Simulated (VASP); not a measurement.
NbC, 2 atoms in the cell. The structure is cubic, space group Fm-3m (No. 225). The conventional cell has a = 4.485 Å, b = 4.485 Å, c = 4.485 Å, α = 90.00°, β = 90.00°, γ = 90.00°. Nb (site symmetry m-3m) has 6 C at 2.24 Å within 3.0 Å. C (site symmetry m-3m) has 6 Nb at 2.24 Å within 3.0 Å. 

```yaml
Program: VASP 6.6.1
Task: single point
Functional: PBE
Potentials_or_basis: VASP PAW PBE potentials, release 64 (Nb_sv, C)
Cutoff: 600 eV
k_mesh: 9 × 9 × 9
Occupations: methfessel-paxton, width 0.1 eV
Spin: no spin polarisation
Dipole_correction: no
Further_INCAR_settings: ALGO = Normal; EDIFF = 1e-06; NBANDS = 16
```

Potentials or basis: VASP PAW PBE potentials, release 64 (Nb_sv, C).

Command:

```sh
$ cat potpaw_PBE.64/Nb_sv/POTCAR potpaw_PBE.64/C/POTCAR > POTCAR
$ mpirun -np 1 vasp_std > vasp.out
```

Hardware: 1 thread of Intel Xeon 8259CL, with other jobs on the host.

Estimate the wall time of this run.

It took 31 s on 1 thread of Intel Xeon 8259CL, on a shared host, peak memory 0.16 GiB. Counts: scf iterations 12, k points 35.
